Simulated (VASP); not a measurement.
# HoNb3I (Pm-3m) in VASP: single point with PBE

Aim: the single point of HoNb3I with PBE.

Everything below comes from runs of VASP 6.6.1. Logs are shortened: lines on timing, memory, paths and dates and some standing lists are left out, and cuts for length are marked.

### 1 The cell of the first run

It takes space group Pm-3m (No. 221, cubic). Conventional cell: a = 5.035 Å, b = 5.035 Å, c = 5.035 Å, α = 90.00°, β = 90.00°, γ = 90.00°. Ho (site symmetry m-3m) has 6 Nb at 2.52 Å within 3.3 Å. Nb (site symmetry 4/mmm) has 2 Ho at 2.52 Å within 3.3 Å. I (site symmetry m-3m) has 12 Nb at 3.56 Å and 8 Ho at 4.36 Å within 4.7 Å.

### 2 Single point, PBE

File POSCAR:

```
HoNb3I
1.0
    5.0352891052      0.0000000000      0.0000000000
    0.0000000000      5.0352891052      0.0000000000
    0.0000000000      0.0000000000      5.0352891052
Ho Nb I
1 3 1
Direct
    0.0000000000      0.0000000000      0.0000000000
    0.5000000000      0.0000000000      0.0000000000
    0.0000000000      0.5000000000      0.0000000000
    0.0000000000      0.0000000000      0.5000000000
    0.5000000000      0.5000000000      0.5000000000
```

File INCAR.step1:

```
SYSTEM = HoNb3I
ALGO = Normal
EDIFF = 1E-6
ENCUT = 400
GGA = PE
GGA_COMPAT = .FALSE.
ISIF = 2
ISMEAR = 0
LASPH = .TRUE.
LCHARG = .TRUE.
LMAXMIX = 6
LORBIT = 11
LREAL = .FALSE.
LWAVE = .FALSE.
NBANDS = 36
NEDOS = 2001
NELM = 200
PREC = Accurate
SIGMA = 0.1
```

File KPOINTS.step1:

```
k-points
0
G
  8 8 8
  0 0 0
```

File INCAR.step2:

```
SYSTEM = HoNb3I
ALGO = Normal
EDIFF = 1E-6
ENCUT = 400
GGA = PE
GGA_COMPAT = .FALSE.
ICHARG = 11
ISIF = 2
ISMEAR = -5
LASPH = .TRUE.
LCHARG = .FALSE.
LMAXMIX = 6
LORBIT = 11
LREAL = .FALSE.
LWAVE = .FALSE.
NEDOS = 2001
NELM = 200
PREC = Accurate
SIGMA = 0.1
```

File KPOINTS.step2:

```
k-points
0
G
  12 12 12
  0 0 0
```

Potentials or basis: VASP PAW PBE potentials, release 64 (Ho_3, Nb_sv, I), 4f in core.

Launch:

```
cat potpaw_PBE.64/Ho_3/POTCAR potpaw_PBE.64/Nb_sv/POTCAR potpaw_PBE.64/I/POTCAR > POTCAR
cp INCAR.step1 INCAR
cp KPOINTS.step1 KPOINTS
mpirun -np 1 vasp_std > vasp.out
cp INCAR.step2 INCAR
cp KPOINTS.step2 KPOINTS
mpirun -np 1 vasp_std > vasp.out
```

OUTCAR:

```text
SYSTEM = HoNb3I
   EDIFF = 1E-6
   ENCUT = 400
   GGA = PE
   ICHARG = 11
   ISIF = 2
   ISMEAR = -5
   LASPH = .TRUE.
   LORBIT = 11
   LREAL = .FALSE.
   NELM = 200
   PREC = Accurate

 ion  position               nearest neighbor table
   1  0.000  0.000  0.000-   2 2.52   3 2.52   4 2.52   4 2.52   3 2.52   2 2.52
   2  0.500  0.000  0.000-   1 2.52   1 2.52
   3  0.000  0.500  0.000-   1 2.52   1 2.52
   4  0.000  0.000  0.500-   1 2.52   1 2.52
   5  0.500  0.500  0.500-

  LATTYP: Found a simple cubic cell.
 ALAT       =     5.0352891052

  Lattice vectors:

 A1 = (   5.0352891052,   0.0000000000,   0.0000000000)
 A2 = (   0.0000000000,   5.0352891052,   0.0000000000)
 A3 = (   0.0000000000,   0.0000000000,   5.0352891052)

Analysis of symmetry for initial positions (statically):
=====================================================================
 Subroutine PRICEL returns:
 Original cell was already a primitive cell.

 Routine SETGRP: Setting up the symmetry group for a
 simple cubic supercell.

 Subroutine GETGRP returns: Found 48 space group operations
 (whereof 48 operations were pure point group operations)
 out of a pool of 48 trial point group operations.

The static configuration has the point symmetry O_h .

Analysis of symmetry for dynamics (positions and initial velocities):
=====================================================================
 Subroutine PRICEL returns:
 Original cell was already a primitive cell.

 Routine SETGRP: Setting up the symmetry group for a
 simple cubic supercell.

 Subroutine GETGRP returns: Found 48 space group operations
 (whereof 48 operations were pure point group operations)
 out of a pool of 48 trial point group operations.

The dynamic configuration has the point symmetry O_h .

 Subroutine INISYM returns: Found 48 space group operations
 (whereof 48 operations are pure point group operations),
 and found     1 'primitive' translations

----------------------------------------------------------------------------------------

                                     Primitive cell

  volume of cell :     127.6654

  direct lattice vectors                    reciprocal lattice vectors
     5.035289105  0.000000000  0.000000000     0.198598329  0.000000000  0.000000000
     0.000000000  5.035289105  0.000000000     0.000000000  0.198598329  0.000000000
     0.000000000  0.000000000  5.035289105     0.000000000  0.000000000  0.198598329

  length of vectors
     5.035289105  5.035289105  5.035289105     0.198598329  0.198598329  0.198598329

  position of ions in fractional coordinates (direct lattice)
     0.000000000  0.000000000  0.000000000
     0.500000000  0.000000000  0.000000000
     0.000000000  0.500000000  0.000000000
     0.000000000  0.000000000  0.500000000
     0.500000000  0.500000000  0.500000000

  ion indices of the primitive-cell ions
   primitive index   ion index
                 1           1
                 2           2
                 3           3
                 4           4
                 5           5

----------------------------------------------------------------------------------------

 KPOINTS: k-points

Automatic generation of k-mesh.
 Grid dimensions read from file:
 generate k-points for:   12   12   12

 Generating k-lattice:

  Cartesian coordinates                     Fractional coordinates (reciprocal lattice)
     0.016549861  0.000000000  0.000000000     0.083333333  0.000000000  0.000000000
     0.000000000  0.016549861  0.000000000     0.000000000  0.083333333  0.000000000
     0.000000000  0.000000000  0.016549861     0.000000000  0.000000000  0.083333333

  Length of vectors
     0.016549861  0.016549861  0.016549861

  Shift w.r.t. Gamma in fractional coordinates (k-lattice)
     0.000000000  0.000000000  0.000000000

 TETIRR: Found    854 inequivalent tetrahedra from    10368

 Subroutine IBZKPT returns following result:
 ===========================================

 Found     84 irreducible k-points:

 Following reciprocal coordinates:
            Coordinates               Weight
  0.000000  0.000000  0.000000      1.000000
  0.083333  0.000000  0.000000      6.000000
  0.166667  0.000000  0.000000      6.000000
  0.250000  0.000000  0.000000      6.000000
  0.333333  0.000000  0.000000      6.000000
  0.416667  0.000000  0.000000      6.000000
[... 16 lines left out ...]
  0.333333  0.333333  0.000000     12.000000
  0.416667  0.333333  0.000000     24.000000
 [... further k-points ...]
   k-points           NKPTS =     84   k-points in BZ     NKDIM =     84   number of bands    NBANDS=     33
   number of dos      NEDOS =   2001   number of ions     NIONS =      5
   total plane-waves  NPLWV =  46656
   dimension x,y,z NGX =    36 NGY =   36 NGZ =   36
   dimension x,y,z NGXF=    72 NGYF=   72 NGZF=   72
   ions per type =               1   3   1
   NGX,Y,Z   is equivalent  to a cutoff of  11.89, 11.89, 11.89 a.u.
   NGXF,Y,Z  is equivalent  to a cutoff of  23.77, 23.77, 23.77 a.u.
 SYSTEM =  HoNb3I
   PREC   = accura    normal or accurate (medium, high low for compatibility)
   ISTART =      0    job   : 0-new  1-cont  2-samecut
   ICHARG =     11    charge: 1-file 2-atom 10-const
   ISPIN  =      1    spin polarized calculation?
   LNONCOLLINEAR =      F non collinear calculations
   LSORBIT =      F    spin-orbit coupling
   LASPH  =      T    aspherical Exc in radial PAW
   ENCUT  =  400.0 eV  29.40 Ry    5.42 a.u.   8.21  8.21  8.21*2*pi/ulx,y,z
   NELM   =    200;   NELMIN=  2; NELMDL=  0     # of ELM steps
   EDIFF  = 0.1E-05   stopping-criterion for ELM
   LREAL  =      F    real-space projection
   EDIFFG = 0.1E-04   stopping-criterion for IOM
   NSW    =      0    number of steps for IOM
   IBRION =     -1    ionic relax: 0-MD 1-quasi-New 2-CG
   NFREE  =      0    steps in history (QN), initial steepest desc. (CG)
   ISIF   =      2    stress and relaxation
   ISYM   =      2    0-nonsym 1-usesym 2-fastsym
   POTIM  = 0.5000    time-step for ionic-motion
   TEBEG  =    0.0;   TEEND  =   0.0 temperature during run
   PSTRESS=    0.0 pullay stress
   NELECT =      55.0000    total number of electrons
   NUPDOWN=      -1.0000    fix difference up-down
   EMIN   =  10.00;   EMAX   =-10.00  energy-range for DOS
   EFERMI =   0.00;   METHOD = LEGACY
   ISMEAR =    -5;   SIGMA  =   0.10  broadening in eV -4-tet -1-fermi 0-gaus
   EFERMI_NEDOS =   21; number of points for ismear=-14 and -15
   IALGO  =     38    algorithm
   IMIX   =      4    mixing-type and parameters
     AMIX     =   0.40;   BMIX     =  1.00
     AMIX_MAG =   1.60;   BMIX_MAG =  1.00
  volume/ion in A,a.u.               =      25.53       172.31
  Fermi-wavevector in a.u.,A,eV,Ry     =   1.236435  2.336523 20.800202  1.528772
  Thomas-Fermi vector in A             =   2.371044
   LORBIT       =     11    0 simple, 1 ext, 2 COOP (PROOUT), +10 PAW based schemes
   GGA     = PE    functional components
   LHFCALC =     F    Hartree Fock is set to
   AEXX    =    0.0000 exact exchange contribution
   IVDW    =     0    specifies the selected vdW correction
   LEPSILON=     F    determine dielectric tensor
   LRPA    =     F    only Hartree local field effects (RPA)
 non-spin polarized calculation
 Fermi weights with tetrahedron method with Bloechl corrections
  energy-cutoff  :      400.00
  volume of cell :      127.67
 maximum number of plane-waves:      2360
 NGX is ok and might be reduce to    36

 number of electron      55.0000007 magnetization

 Free energy of the ion-electron system (eV)
  ---------------------------------------------------
  ext. energy  EPLUGINS =         0.00000000
  ---------------------------------------------------
  free energy    TOTEN  =       -26.49422566 eV

  energy without entropy =      -26.49422566  energy(sigma->0) =      -26.49422566

 E-fermi :   7.0462     XC(G=0): -10.5332

 val. band max:        7.1157431609   @ k =   0.4167   0.4167   0.1667
 cond. band min:       7.0061184908   @ k =   0.4167   0.1667   0.0000
 fundamental gap:     -0.1096246701
 Fermi energy:         7.0461859221

 k-point     1 :       0.0000    0.0000    0.0000
  band No.  band energies     occupation
      1     -48.1219      2.00000
      2     -48.1008      2.00000
      3     -48.1008      2.00000
      4     -24.4929      2.00000
      5     -24.4929      2.00000
      6     -24.4929      2.00000
[... 25 lines left out ...]
     32       9.1906      0.00000
     33       9.2073      0.00000

 k-point     2 :       0.0833    0.0000    0.0000
  band No.  band energies     occupation
      1     -48.1219      2.00000
      2     -48.1018      2.00000
      3     -48.1008      2.00000
      4     -24.4914      2.00000
      5     -24.4914      2.00000
      6     -24.4778      2.00000
[... 25 lines left out ...]
     32       9.0613      0.00000
     33       9.0895      0.00000
[... 754 lines left out ...]
     32       8.1969      0.00000
     33       8.3512      0.00000

 k-point    24 :       0.4167    0.3333    0.0000
  band No.  band energies     occupation
      1     -48.1238      2.00000
      2     -48.1203      2.00000
      3     -48.1067      2.00000
      4     -24.4526      2.00000
      5     -24.3048      2.00000
      6     -24.2783      2.00000
[... 25 lines left out ...]
     32       8.0992      0.00000
     33       8.3512      0.00000

 [... further k-points ...]

------------------------ aborting loop because EDIFF is reached ----------------------------------------

  FORCE on cell =-STRESS in cart. coord.  units (eV):
  Direction    XX          YY          ZZ          XY          YZ          ZX
  --------------------------------------------------------------------------------------
  -------------------------------------------------------------------------------------
  Total        0.8496521      0.8496521      0.8496521      0.0000000     -0.0000000      0.0000000
  in kB       10.6629778     10.6629778     10.6629778      0.0000000     -0.0000000      0.0000000
  external PRESSURE =      10.6629778 kB  Pullay stress =       0.0000000 kB

 VOLUME and BASIS-vectors are now :
 -----------------------------------------------------------------------------
  energy-cutoff  :      400.00
  volume of cell :      127.67
      direct lattice vectors                 reciprocal lattice vectors
     5.035289105  0.000000000  0.000000000     0.198598329  0.000000000  0.000000000
     0.000000000  5.035289105  0.000000000     0.000000000  0.198598329  0.000000000
     0.000000000  0.000000000  5.035289105     0.000000000  0.000000000  0.198598329

 POSITION                                       TOTAL-FORCE (eV/Angst)
 -----------------------------------------------------------------------------------
      0.00000      0.00000      0.00000         0.000000      0.000000      0.000000
      2.51764      0.00000      0.00000         0.000000      0.000000      0.000000
      0.00000      2.51764      0.00000         0.000000      0.000000      0.000000
      0.00000      0.00000      2.51764         0.000000      0.000000      0.000000
      2.51764      2.51764      2.51764         0.000000      0.000000      0.000000
 -----------------------------------------------------------------------------------
    total drift:                                0.000000      0.000000     -0.000000

  FREE ENERGIE OF THE ION-ELECTRON SYSTEM (eV)
  ---------------------------------------------------
  free  energy   TOTEN  =       -26.4942256604 eV

  energy  without entropy=      -26.4942256604  energy(sigma->0) =      -26.49422566

 total charge

# of ion       s       p       d       tot
------------------------------------------
    1        0.727   6.685   2.849  10.261
    2        2.167   5.927   2.608  10.702
    3        2.167   5.927   2.608  10.702
    4        2.167   5.927   2.608  10.702
    5        1.592   2.465   0.053   4.110
--------------------------------------------------
tot          8.819  26.929  10.728  46.476
```

Run time: 9.7 min. Hardware: 1 thread of Intel Xeon Platinum 8259CL at 2.50GHz (Skylake/Cascade Lake), shared host; peak memory 0.36 GiB.

What came out:

* Valence electrons inside the program's atomic spheres: Ho 10.26; Nb 10.70; I 4.11

Caveat: spin-orbit coupling is left out, which moves the levels of the heavy elements; the 4f electrons are frozen in the core, so they carry no moment and show no levels; an odd number of electrons without spin polarisation forces a metal; a magnetic or distorted state may lie lower; the run has no spin polarisation, though such a crystal can be magnetic.
